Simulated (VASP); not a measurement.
# Li in VASP: a series of runs, part 2 of 2

VASP 6.6.1. The steps go on from the part before.

## (4) Electric field gradients, PBEsol

Contents of INCAR:

```
SYSTEM = Li
PREC = Accurate ; ENCUT = 520
EDIFF = 1E-8 ; ISMEAR = -1
SIGMA = 0.03 ; LREAL = .FALSE.
LASPH = .TRUE. ; NELM = 100
ALGO = Normal ; ISIF = 2
LWAVE = .FALSE. ; LCHARG = .FALSE.
GGA = PS ; LEFG = .TRUE.
NBANDS = 10
```

Contents of KPOINTS:

```
regular mesh
0
G
  15 15 8
  0 0 0
```

Contents of POSCAR:

```
Li
1.0
    3.1110021516      0.0000000000      0.0000000000
   -1.5555010758      2.6942068945      0.0000000000
    0.0000000000      0.0000000000      5.0930000000
Li
2
Direct
    0.3333333333      0.6666666667      0.2500000000
    0.6666666667      0.3333333333      0.7500000000
```

Potentials or basis: VASP PAW PBE potentials, release 64 (Li_sv).

Launch:

```
> cat potpaw_PBE.64/Li_sv/POTCAR > POTCAR
> mpirun -np 1 vasp_std > vasp.out
```

OUTCAR:

```text
SYSTEM = Li
   PREC = Accurate
   ENCUT = 520
   EDIFF = 1E-8
   ISMEAR = -1
   LREAL = .FALSE.
   LASPH = .TRUE.
   NELM = 100
   ISIF = 2
   GGA = PS

 ion  position               nearest neighbor table
   1  0.333  0.667  0.250-
   2  0.667  0.333  0.750-

  LATTYP: Found a hexagonal cell.
 ALAT       =     3.1110021516
 C/A-ratio  =     1.6370930497

  Lattice vectors:

 A1 = (   3.1110021516,   0.0000000000,   0.0000000000)
[... 525 lines left out ...]

  FREE ENERGIE OF THE ION-ELECTRON SYSTEM (eV)
  ---------------------------------------------------
  free  energy   TOTEN  =        -3.9304340004 eV

  energy  without entropy=       -3.9271637947  energy(sigma->0) =       -3.92879890

 Electric field gradients (V/A^2)
---------------------------------------------------------------------
 ion       V_xx      V_yy      V_zz      V_xy      V_xz      V_yz
---------------------------------------------------------------------
   1       0.008     0.007    -0.015    -0.001     0.000    -0.000
   2       0.008     0.007    -0.015    -0.001    -0.000     0.000
---------------------------------------------------------------------

 Electric field gradients after diagonalization (V/A^2)
 (convention: |V_zz| > |V_xx| > |V_yy|)
----------------------------------------------------------------------
 ion       V_xx      V_yy      V_zz     asymmetry (V_yy - V_xx)/ V_zz
----------------------------------------------------------------------
   1       0.009     0.006    -0.015       0.180
   2       0.009     0.006    -0.015       0.180
----------------------------------------------------------------------

           NMR quadrupolar parameters

 Cq : quadrupolar parameter    Cq=e*Q*V_zz/h
 eta: asymmetry parameters     (V_yy - V_xx)/ V_zz
 Q  : nuclear electric quadrupole moment in mb (millibarn)
----------------------------------------------------------------------
 ion       Cq(MHz)       eta       Q (mb)
----------------------------------------------------------------------
   1      -0.000       0.180       1.000
   2      -0.000       0.180       1.000
----------------------------------------------------------------------
```

OSZICAR:

```text
N       E                     dE             d eps       ncg     rms          rms(c)
DAV:   1     0.166280646024E+02    0.16628E+02   -0.32697E+03  2700   0.564E+02
DAV:   2    -0.138749353268E+01   -0.18016E+02   -0.17483E+02  3542   0.108E+02
DAV:   3    -0.389141876475E+01   -0.25039E+01   -0.24856E+01  4416   0.307E+01
DAV:   4    -0.393534106895E+01   -0.43922E-01   -0.43878E-01  3562   0.442E+00
DAV:   5    -0.393575724479E+01   -0.41618E-03   -0.41615E-03  3586   0.440E-01    0.542E-01
DAV:   6    -0.393198808249E+01    0.37692E-02   -0.12490E-03  4420   0.179E-01    0.302E-01
DAV:   7    -0.393038736736E+01    0.16007E-02   -0.23773E-03  4340   0.279E-01    0.306E-02
DAV:   8    -0.393043988186E+01   -0.52514E-04   -0.60463E-04  3708   0.133E-01    0.176E-02
DAV:   9    -0.393043407821E+01    0.58037E-05   -0.42461E-06  3286   0.150E-02    0.123E-03
DAV:  10    -0.393043428813E+01   -0.20992E-06   -0.88526E-07  3140   0.847E-03    0.155E-03
DAV:  11    -0.393043405639E+01    0.23174E-06   -0.23754E-08  3576   0.164E-03    0.234E-04
DAV:  12    -0.393043398658E+01    0.69810E-07   -0.65230E-09  2132   0.577E-04    0.158E-04
DAV:  13    -0.393043400309E+01   -0.16515E-07   -0.25779E-09  1558   0.445E-04    0.140E-05
DAV:  14    -0.393043400045E+01    0.26467E-08   -0.47944E-10  1526   0.197E-04
   1 F= -.39304340E+01 E0= -.39287989E+01  d E =-.327021E-02
```

stdout:

```text
POSCAR found type information on POSCAR Li
 POSCAR found :  1 types and       2 ions
 scaLAPACK will be used
 -----------------------------------------------------------------------------
|                                                                             |
|                                                                             |
|     You enforced a specific xc type in the INCAR file but a different       |
|     I HOPE YOU KNOW WHAT YOU ARE DOING!                                     |
|                                                                             |
 -----------------------------------------------------------------------------

 LDA part: xc-table for (Slater+PW92), standard interpolation
 POSCAR, INCAR and KPOINTS ok, starting setup
 FFT: planning ... GRIDC
 FFT: planning ... GRID_SOFT
 FFT: planning ... GRID
 WAVECAR not read
 entering main loop
ion   1

ion   2
```

Run time: 76 s. Hardware: 1 thread of Intel Xeon 8259CL, shared host; peak memory 0.18 GiB.

What came out:

- Free energy: -3.9304 eV
- Band gap on the k mesh: zero (bands 3 and 4 overlap by 4.51 eV)
- Largest electric field gradient by atom: zero within the noise of the run

## (5) Electric field gradients, r2SCAN

POSCAR is that of step 4.

Contents of INCAR.step1:

```
ALGO = Normal
EDIFF = 1E-4
ENCUT = 520
GGA = PE
ISMEAR = -1
LASPH = T
LCHARG = F
LREAL = F
LWAVE = T
NBANDS = 10
NELM = 80
PREC = Accurate
SIGMA = 0.03
```

Contents of INCAR.step2:

```
ALGO = Normal
EDIFF = 1E-8
ENCUT = 520
ISIF = 2
ISMEAR = -1
ISTART = 1
LASPH = T
LCHARG = F
LEFG = T
LMIXTAU = T
LREAL = F
LWAVE = F
METAGGA = R2SCAN
NBANDS = 10
NELM = 80
PREC = Accurate
SIGMA = 0.03
```

Contents of KPOINTS:

```
k-points
0
Gamma
  15 15 8
```

Potentials or basis: VASP PAW PBE potentials, release 64 (Li_sv).

Launch:

```
> cat potpaw_PBE.64/Li_sv/POTCAR > POTCAR
> cp INCAR.step1 INCAR
> mpirun -np 1 vasp_std > vasp.out
> cp INCAR.step2 INCAR
> mpirun -np 1 vasp_std > vasp.out
```

OUTCAR:

```text
EDIFF = 1E-8
   ENCUT = 520
   ISIF = 2
   ISMEAR = -1
   ISTART = 1
   LASPH = T
   LREAL = F
   METAGGA = R2SCAN
   NELM = 80
   PREC = Accurate

 ion  position               nearest neighbor table
   1  0.333  0.667  0.250-
   2  0.667  0.333  0.750-

  LATTYP: Found a hexagonal cell.
 ALAT       =     3.1110021516
 C/A-ratio  =     1.6370930497

  Lattice vectors:

 A1 = (   3.1110021516,   0.0000000000,   0.0000000000)
 A2 = (  -1.5555010758,   2.6942068945,   0.0000000000)
 A3 = (   0.0000000000,   0.0000000000,   5.0930000000)
[... 525 lines left out ...]
  ---------------------------------------------------
  free  energy   TOTEN  =        -4.7693767100 eV

  energy  without entropy=       -4.7663243876  energy(sigma->0) =       -4.76785055

 Electric field gradients (V/A^2)
---------------------------------------------------------------------
 ion       V_xx      V_yy      V_zz      V_xy      V_xz      V_yz
---------------------------------------------------------------------
   1       0.006     0.004    -0.010    -0.001     0.000    -0.000
   2       0.006     0.004    -0.010    -0.001    -0.000     0.000
---------------------------------------------------------------------

 Electric field gradients after diagonalization (V/A^2)
 (convention: |V_zz| > |V_xx| > |V_yy|)
----------------------------------------------------------------------
 ion       V_xx      V_yy      V_zz     asymmetry (V_yy - V_xx)/ V_zz
----------------------------------------------------------------------
   1       0.006     0.004    -0.010       0.259
   2       0.006     0.004    -0.010       0.259
----------------------------------------------------------------------

           NMR quadrupolar parameters

 Cq : quadrupolar parameter    Cq=e*Q*V_zz/h
 eta: asymmetry parameters     (V_yy - V_xx)/ V_zz
 Q  : nuclear electric quadrupole moment in mb (millibarn)
----------------------------------------------------------------------
 ion       Cq(MHz)       eta       Q (mb)
----------------------------------------------------------------------
   1      -0.000       0.259       1.000
   2      -0.000       0.259       1.000
----------------------------------------------------------------------
```

OUTCAR.step1:

```text
EDIFF = 1E-4
   ENCUT = 520
   GGA = PE
   ISMEAR = -1
   LASPH = T
   LREAL = F
[... 534 lines left out ...]
 -----------------------------------------------------------------------------------
     -0.00000      1.79614      1.27325        -0.000000      0.000000      0.000000
      1.55550      0.89807      3.81975         0.000000      0.000000      0.000000
 -----------------------------------------------------------------------------------
    total drift:                               -0.000000      0.000000      0.000000

  FREE ENERGIE OF THE ION-ELECTRON SYSTEM (eV)
  ---------------------------------------------------
  free  energy   TOTEN  =        -3.8080942097 eV

  energy  without entropy=       -3.8048324873  energy(sigma->0) =       -3.80646335
```

OSZICAR.step1:

```text
N       E                     dE             d eps       ncg     rms          rms(c)
DAV:   1     0.171290603398E+02    0.17129E+02   -0.32900E+03  2700   0.565E+02
DAV:   2    -0.121998899985E+01   -0.18349E+02   -0.17816E+02  3550   0.108E+02
DAV:   3    -0.376917448544E+01   -0.25492E+01   -0.25307E+01  4408   0.308E+01
DAV:   4    -0.381126991056E+01   -0.42095E-01   -0.42048E-01  3548   0.444E+00
DAV:   5    -0.381167628443E+01   -0.40637E-03   -0.40634E-03  3614   0.438E-01    0.350E-01
DAV:   6    -0.380927521134E+01    0.24011E-02   -0.63791E-04  4810   0.121E-01    0.198E-01
DAV:   7    -0.380809264930E+01    0.11826E-02   -0.12135E-03  5230   0.162E-01    0.355E-02
DAV:   8    -0.380809420967E+01   -0.15604E-05   -0.16157E-05  1966   0.391E-02
   1 F= -.38080942E+01 E0= -.38064633E+01  d E =-.326172E-02
```

It took 8.4 min on 1 thread of Intel Xeon 8259CL, shared host; peak memory 0.19 GiB.

Results:

- Free energy: -4.7694 eV
- Band gap on the k mesh: zero (bands 3 and 4 overlap by 4.90 eV)
- Largest electric field gradient by atom: zero within the noise of the run

## (6) Overview

```csv
level,potentials or basis,cell,gap on the mesh (eV)
PBE,"VASP PAW PBE potentials, release 64 (Li_sv)","as given, atomic positions A",none
LDA,"VASP PAW LDA potentials, release 64 (Li_sv)","as given, atomic positions B",none
PBEsol,"VASP PAW PBE potentials, release 64 (Li_sv)","as given, atomic positions B",none
r2SCAN,"VASP PAW PBE potentials, release 64 (Li_sv)","as given, atomic positions B",none
```

Alike in all rows: task electric field gradients; no spin polarisation; k mesh 15 × 15 × 8; cutoff (eV) 520; smearing fermi-dirac 0.03 eV.

Absolute energies hang on the potentials; compare differences alone.
